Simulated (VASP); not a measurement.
# Si2Mo (P6_222) in VASP: settings compared

The runs below take Si2Mo through single point, with BLYP+D4, PBE.

Program: VASP 6.6.1. These are calculated values, not measurements. Logs are shortened: lines on timing, memory, paths and dates and some standing lists are left out, and cuts for length are marked.

**1. The cell of the first run**

The structure is hexagonal, space group P6_222 (No. 180). Conventional cell: a = 4.591 Å, b = 4.591 Å, c = 6.560 Å, α = 90.00°, β = 90.00°, γ = 120.00°. Within 3.4 Å of Mo (site symmetry 222) lie 10 Si at 2.56 to 2.67 Å and 4 Mo at 3.17 Å. Si (site symmetry 2) has 9 Si at 2.55 to 3.20 Å and 5 Mo at 2.56 to 2.67 Å within 3.4 Å.

**2. Single point, BLYP+D4**

File INCAR:

```
SYSTEM = Si2Mo
PREC = Accurate
ENCUT = 520
EDIFF = 1E-7
ISMEAR = -1
SIGMA = 0.05
LREAL = .FALSE.
LASPH = .TRUE.
NELM = 80
ALGO = Normal
ISIF = 2
LWAVE = .FALSE.
LCHARG = .FALSE.
GGA = B5
ALDAX = 1.0
AGGAX = 1.0
AGGAC = 1.0
ALDAC = 0.0
IVDW = 13
VDW_S6 = 1.0
VDW_S8 = 2.34076671
VDW_A1 = 0.44488865
VDW_A2 = 4.0933009
NBANDS = 43
```

File KPOINTS:

```
Automatic mesh
0
G
  7 7 4
  0 0 0
```

File POSCAR:

```
Si2Mo
1.0
    4.5914301779      0.0000000000      0.0000000000
   -2.2957150890      3.9762951738      0.0000000000
    0.0000000000      0.0000000000      6.5601098529
Mo Si
3 6
Direct
    0.5000000000      0.5000000000      0.8333333333
    0.0000000000      0.5000000000      0.1666666667
    0.5000000000      0.0000000000      0.5000000000
    0.1638470829      0.3276941658      0.5000000000
    0.6723058342      0.8361529171      0.1666666667
    0.8361529171      0.1638470829      0.8333333333
    0.8361529171      0.6723058342      0.5000000000
    0.3276941658      0.1638470829      0.1666666667
    0.1638470829      0.8361529171      0.8333333333
```

Potentials or basis: VASP PAW PBE potentials, release 64 (Mo_sv, Si).

Run with:

```
cat potpaw_PBE.64/Mo_sv/POTCAR potpaw_PBE.64/Si/POTCAR > POTCAR
mpirun -np 1 vasp_std > vasp.out
```

OUTCAR:

```text
SYSTEM = Si2Mo
   PREC = Accurate
   ENCUT = 520
   EDIFF = 1E-7
   ISMEAR = -1
   LREAL = .FALSE.
   LASPH = .TRUE.
   NELM = 80
   ISIF = 2
   GGA = B5
   IVDW = 13

 ion  position               nearest neighbor table
   1  0.500  0.500  0.833-   4 2.56   7 2.56   5 2.56   8 2.56   9 2.64   6 2.64   9 2.64   6 2.64
                             6 2.67   9 2.67   3 3.17   3 3.17   2 3.17   2 3.17
   2  0.000  0.500  0.167-   4 2.56   7 2.56   6 2.56   9 2.56   8 2.64   5 2.64   8 2.64   5 2.64
                             5 2.67   8 2.67   3 3.17   3 3.17   1 3.17   1 3.17
   3  0.500  0.000  0.500-   6 2.56   9 2.56   8 2.56   5 2.56   4 2.64   7 2.64   7 2.64   4 2.64
                             4 2.67   7 2.67   2 3.17   2 3.17   1 3.17   1 3.17
   4  0.164  0.328  0.500-   6 2.55   8 2.55   1 2.56   2 2.56   7 2.61   3 2.64   3 2.64   3 2.67
                             7 2.67   7 2.67   5 3.14   9 3.14
   5  0.672  0.836  0.167-   7 2.55   6 2.55   3 2.56   1 2.56   8 2.61   2 2.64   2 2.64   2 2.67
                             8 2.67   8 2.67   4 3.14   9 3.14
   6  0.836  0.164  0.833-   4 2.55   5 2.55   3 2.56   2 2.56   9 2.61   1 2.64   1 2.64   1 2.67
                             9 2.67   9 2.67   7 3.14   8 3.14
   7  0.836  0.672  0.500-   9 2.55   5 2.55   1 2.56   2 2.56   4 2.61   3 2.64   3 2.64   3 2.67
                             4 2.67   4 2.67   8 3.14   6 3.14
   8  0.328  0.164  0.167-   4 2.55   9 2.55   3 2.56   1 2.56   5 2.61   2 2.64   2 2.64   2 2.67
                             5 2.67   5 2.67   7 3.14   6 3.14
   9  0.164  0.836  0.833-   7 2.55   8 2.55   3 2.56   2 2.56   6 2.61   1 2.64   1 2.64   1 2.67
                             6 2.67   6 2.67   4 3.14   5 3.14

  LATTYP: Found a hexagonal cell.
 ALAT       =     4.5914301779
 C/A-ratio  =     1.4287726479

  Lattice vectors:

 A1 = (   4.5914301779,   0.0000000000,   0.0000000000)
 A2 = (  -2.2957150890,   3.9762951738,   0.0000000000)
 A3 = (   0.0000000000,   0.0000000000,   6.5601098529)

Analysis of symmetry for initial positions (statically):
=====================================================================
 Subroutine PRICEL returns:
 Original cell was already a primitive cell.

 Routine SETGRP: Setting up the symmetry group for a
 hexagonal supercell.

 Subroutine GETGRP returns: Found 12 space group operations
 (whereof  4 operations were pure point group operations)
 out of a pool of 24 trial point group operations.

The static configuration has the point symmetry D_2 .
 The point group associated with its full space group is D_6 .

Analysis of symmetry for dynamics (positions and initial velocities):
=====================================================================
 Subroutine PRICEL returns:
 Original cell was already a primitive cell.

 Routine SETGRP: Setting up the symmetry group for a
 hexagonal supercell.

 Subroutine GETGRP returns: Found 12 space group operations
 (whereof  4 operations were pure point group operations)
 out of a pool of 24 trial point group operations.

The dynamic configuration has the point symmetry D_2 .
 The point group associated with its full space group is D_6 .

 Subroutine INISYM returns: Found 12 space group operations
 (whereof  4 operations are pure point group operations),
 and found     1 'primitive' translations

----------------------------------------------------------------------------------------

                                     Primitive cell

  volume of cell :     119.7671

  direct lattice vectors                    reciprocal lattice vectors
     4.591430178  0.000000000  0.000000000     0.217797061  0.125745192  0.000000000
    -2.295715089  3.976295174  0.000000000     0.000000000  0.251490384  0.000000000
     0.000000000  0.000000000  6.560109853     0.000000000  0.000000000  0.152436472

  length of vectors
     4.591430178  4.591430178  6.560109853     0.251490384  0.251490384  0.152436472

  position of ions in fractional coordinates (direct lattice)
     0.500000000  0.500000000  0.833333333
     0.000000000  0.500000000  0.166666667
     0.500000000  0.000000000  0.500000000
     0.163847083  0.327694166  0.500000000
     0.672305834  0.836152917  0.166666667
     0.836152917  0.163847083  0.833333333
     0.836152917  0.672305834  0.500000000
     0.327694166  0.163847083  0.166666667
     0.163847083  0.836152917  0.833333333

  ion indices of the primitive-cell ions
   primitive index   ion index
                 1           1
                 2           2
                 3           3
                 4           4
                 5           5
                 6           6
                 7           7
                 8           8
                 9           9

----------------------------------------------------------------------------------------

 KPOINTS: Automatic mesh

Automatic generation of k-mesh.
 Grid dimensions read from file:
 generate k-points for:    7    7    4

 Generating k-lattice:

  Cartesian coordinates                     Fractional coordinates (reciprocal lattice)
     0.031113866  0.017963599  0.000000000     0.142857143  0.000000000  0.000000000
     0.000000000  0.035927198  0.000000000     0.000000000  0.142857143  0.000000000
     0.000000000  0.000000000  0.038109118     0.000000000  0.000000000  0.250000000

  Length of vectors
     0.035927198  0.035927198  0.038109118

  Shift w.r.t. Gamma in fractional coordinates (k-lattice)
     0.000000000  0.000000000  0.000000000

 Subroutine IBZKPT returns following result:
 ===========================================

 Found     24 irreducible k-points:

 Following reciprocal coordinates:
            Coordinates               Weight
  0.000000  0.000000  0.000000      1.000000
  0.142857 -0.000000  0.000000      6.000000
  0.285714  0.000000  0.000000      6.000000
  0.428571  0.000000  0.000000      6.000000
  0.142857  0.142857  0.000000      6.000000
  0.285714  0.142857  0.000000     12.000000
[... 16 lines left out ...]
  0.428571  0.142857  0.500000      6.000000
  0.285714  0.285714  0.500000      6.000000
   k-points           NKPTS =     24   k-points in BZ     NKDIM =     24   number of bands    NBANDS=     43
   number of dos      NEDOS =    301   number of ions     NIONS =      9
   total plane-waves  NPLWV =  64800
   dimension x,y,z NGX =    36 NGY =   36 NGZ =   50
   dimension x,y,z NGXF=    72 NGYF=   72 NGZF=  100
   ions per type =               3   6
   NGX,Y,Z   is equivalent  to a cutoff of  13.03, 13.03, 12.67 a.u.
   NGXF,Y,Z  is equivalent  to a cutoff of  26.07, 26.07, 25.34 a.u.
 SYSTEM =  Si2Mo
   PREC   = accura    normal or accurate (medium, high low for compatibility)
   ISTART =      0    job   : 0-new  1-cont  2-samecut
   ICHARG =      2    charge: 1-file 2-atom 10-const
   ISPIN  =      1    spin polarized calculation?
   LNONCOLLINEAR =      F non collinear calculations
   LSORBIT =      F    spin-orbit coupling
   LASPH  =      T    aspherical Exc in radial PAW
   ENCUT  =  520.0 eV  38.22 Ry    6.18 a.u.   8.54  8.54 12.20*2*pi/ulx,y,z
   NELM   =     80;   NELMIN=  2; NELMDL= -5     # of ELM steps
   EDIFF  = 0.1E-06   stopping-criterion for ELM
   LREAL  =      F    real-space projection
   EDIFFG = 0.1E-05   stopping-criterion for IOM
   NSW    =      0    number of steps for IOM
   IBRION =     -1    ionic relax: 0-MD 1-quasi-New 2-CG
   NFREE  =      0    steps in history (QN), initial steepest desc. (CG)
   ISIF   =      2    stress and relaxation
   ISYM   =      2    0-nonsym 1-usesym 2-fastsym
   POTIM  = 0.5000    time-step for ionic-motion
   TEBEG  =    0.0;   TEEND  =   0.0 temperature during run
   PSTRESS=    0.0 pullay stress
   NELECT =      66.0000    total number of electrons
   NUPDOWN=      -1.0000    fix difference up-down
   EMIN   =  10.00;   EMAX   =-10.00  energy-range for DOS
   EFERMI =   0.00;   METHOD = LEGACY
   ISMEAR =    -1;   SIGMA  =   0.05  broadening in eV -4-tet -1-fermi 0-gaus
   EFERMI_NEDOS =   21; number of points for ismear=-14 and -15
   IALGO  =     38    algorithm
   IMIX   =      4    mixing-type and parameters
     AMIX     =   0.40;   BMIX     =  1.00
     AMIX_MAG =   1.60;   BMIX_MAG =  1.00
  volume/ion in A,a.u.               =      13.31        89.80
  Fermi-wavevector in a.u.,A,eV,Ry     =   1.342178  2.536349 24.510117  1.801443
  Thomas-Fermi vector in A             =   2.470353
   LORBIT       =      0    0 simple, 1 ext, 2 COOP (PROOUT), +10 PAW based schemes
   GGA     = B5    functional components
   LHFCALC =     F    Hartree Fock is set to
   AEXX    =    0.0000 exact exchange contribution
   IVDW    =    13    specifies the selected vdW correction
   LEPSILON=     F    determine dielectric tensor
   LRPA    =     F    only Hartree local field effects (RPA)
 non-spin polarized calculation
  energy-cutoff  :      520.00
  volume of cell :      119.77
 maximum number of plane-waves:      3300
 NGX is ok and might be reduce to    36
   NGX = 17   NGY = 17   NGZ = 25

 number of electron      65.9999997 magnetization

 Free energy of the ion-electron system (eV)
  ---------------------------------------------------
  ext. energy  EPLUGINS =         0.00000000
  ---------------------------------------------------
  free energy    TOTEN  =       -57.44484960 eV

  energy without entropy =      -57.44297860  energy(sigma->0) =      -57.44391410

 E-fermi :  13.4483     XC(G=0): -11.8197

 val. band max:       13.3174410408   @ k =   0.4286   0.0000   0.5000
 cond. band min:      13.5794326039   @ k =   0.4286   0.0000   0.0000
 fundamental gap:      0.2619915630
 Fermi energy:        13.4482527618

 k-point     1 :       0.0000    0.0000    0.0000
  band No.  band energies     occupation
      1     -47.5580      2.00000
      2     -47.5271      2.00000
      3     -47.5271      2.00000
      4     -21.9249      2.00000
      5     -21.9232      2.00000
      6     -21.9232      2.00000
[... 35 lines left out ...]
     42      16.3561      0.00000
     43      16.8644      0.00000
[... 1017 lines left out ...]
      3     -47.5293      2.00000
      4     -21.9723      2.00000
      5     -21.9634      2.00000
      6     -21.9561      2.00000
[... 35 lines left out ...]
     42      16.5666      0.00000
     43      16.6553      0.00000

------------------------ aborting loop because EDIFF is reached ----------------------------------------

  DFT-D4 for vdW energy calculation

  Edisp (eV):   -9.69760

  FORCE on cell =-STRESS in cart. coord.  units (eV):
  Direction    XX          YY          ZZ          XY          YZ          ZX
  --------------------------------------------------------------------------------------
  -------------------------------------------------------------------------------------
  Total       0.66233     0.66233     0.67522    -0.00000     0.00000    -0.00000
  in kB       8.86021     8.86021     9.03277    -0.00000     0.00000    -0.00000
  external pressure =        8.92 kB  Pullay stress =        0.00 kB

 VOLUME and BASIS-vectors are now :
 -----------------------------------------------------------------------------
  energy-cutoff  :      520.00
  volume of cell :      119.77
      direct lattice vectors                 reciprocal lattice vectors
     4.591430178  0.000000000  0.000000000     0.217797061  0.125745192  0.000000000
    -2.295715089  3.976295174  0.000000000     0.000000000  0.251490384  0.000000000
     0.000000000  0.000000000  6.560109853     0.000000000  0.000000000  0.152436472

 POSITION                                       TOTAL-FORCE (eV/Angst)
 -----------------------------------------------------------------------------------
      1.14786      1.98815      5.46676         0.000000      0.000000      0.000000
     -1.14786      1.98815      1.09335         0.000000      0.000000     -0.000000
      2.29572      0.00000      3.28005         0.000000      0.000000     -0.000000
     -0.00000      1.30301      3.28005         0.000000     -0.000702     -0.000000
      1.16728      3.32479      1.09335         0.000608      0.000351     -0.000000
      3.46299      0.65150      5.46676         0.000608     -0.000351     -0.000000
      2.29572      2.67329      3.28005        -0.000000      0.000702     -0.000000
      1.12844      0.65150      1.09335        -0.000608     -0.000351     -0.000000
     -1.16728      3.32479      5.46676        -0.000608      0.000351     -0.000000
 -----------------------------------------------------------------------------------
    total drift:                               -0.000000     -0.000000      0.000001

  FREE ENERGIE OF THE ION-ELECTRON SYSTEM (eV)
  ---------------------------------------------------
  free  energy   TOTEN  =       -67.1424543377 eV

  energy  without entropy=      -67.1405833436  energy(sigma->0) =      -67.14151884
```

Wall time 2.9 min (1 thread of Intel Xeon Platinum 8375C at 2.90GHz (Ice Lake), shared host); peak memory 0.28 GiB.

Results:

```yaml
Free_energy: -67.1425 eV
Pressure: 0.9 GPa
Band_gap_on_the_k_mesh: 0.26 eV (least direct gap 0.59 eV)
Dispersion_energy_per_atom: -1.078 eV
```

Caveat: the dispersion term is far too large for a dense solid, which distorts pressure and volume; the PAW data sets were made with another functional, which shifts forces and pressure a little. A k mesh can miss the band edges.

**3. Single point, PBE**

File INCAR:

```
PREC = Accurate
ENCUT = 520
EDIFF = 1E-6
ISMEAR = 0
SIGMA = 0.015
LREAL = F
LASPH = T
NELM = 100
ALGO = Normal
ISIF = 2
LWAVE = F
LCHARG = T
GGA = PE
LELF = T
LVHAR = T
NBANDS = 43
```

File KPOINTS:

```
regular mesh
0
Gamma
  7 7 4
```

File POSCAR:

```
Si2Mo
1.0
    4.5854715599      0.0000000000      0.0000000000
   -2.2927357800      3.9711348592      0.0000000000
    0.0000000000      0.0000000000      6.5797601000
Mo Si
3 6
Direct
    0.5000000000      0.5000000000      0.8333333333
    0.0000000000      0.5000000000      0.1666666667
    0.5000000000      0.0000000000      0.5000000000
    0.1638729800      0.3277459600      0.5000000000
    0.6722540400      0.8361270200      0.1666666667
    0.8361270200      0.1638729800      0.8333333333
    0.8361270200      0.6722540400      0.5000000000
    0.3277459600      0.1638729800      0.1666666667
    0.1638729800      0.8361270200      0.8333333333
```

Potentials or basis: VASP PAW PBE potentials, release 64 (Mo_sv, Si).

Run with:

```
cat potpaw_PBE.64/Mo_sv/POTCAR potpaw_PBE.64/Si/POTCAR > POTCAR
mpirun -np 1 vasp_std > vasp.out
```

It took 2.6 min on 1 thread of Intel Xeon Platinum 8375C at 2.90GHz (Ice Lake), shared host; peak memory 0.28 GiB.

The run converged. Its results:

| Item | Value |
| --- | --- |
| Free energy | -69.5150 eV |
| Pressure | 3.7 GPa |
| Largest force | 0.006 eV/Å |
| Band gap on the k mesh | 0.27 eV (least direct gap 0.63 eV) |

Forces on the atoms (eV/Å):
```
Mo   0.000  0.000  0.000
Mo   0.000  0.000  0.000
Mo   0.000  0.000  0.000
Si   0.000  0.006  0.000
Si  -0.005 -0.003  0.000
Si  -0.005  0.003  0.000
Si   0.000 -0.006  0.000
Si   0.005  0.003  0.000
Si   0.005 -0.003  0.000
```

Stress tensor (GPa, compression positive):
```
3.76 0.00 0.00
0.00 3.76 0.00
0.00 0.00 3.57
```

Levels at points of the mesh, in eV from the valence-band top:
| k point | band 30 | band 31 | band 32 | band 33 | band 34 | band 35 | band 36 | band 37 |
| --- | --- | --- | --- | --- | --- | --- | --- | --- |
| (0.00, 0.00, 0.00) | -2.92 | -2.65 | -2.00 | -0.72 | 2.09 | 2.46 | 2.46 | 2.56 |
| (0.00, 0.00, 0.50) | -2.21 | -1.99 | -0.63 | -0.63 | 1.94 | 2.37 | 2.37 | 2.39 |

Caveat: the cell stands under pressure.
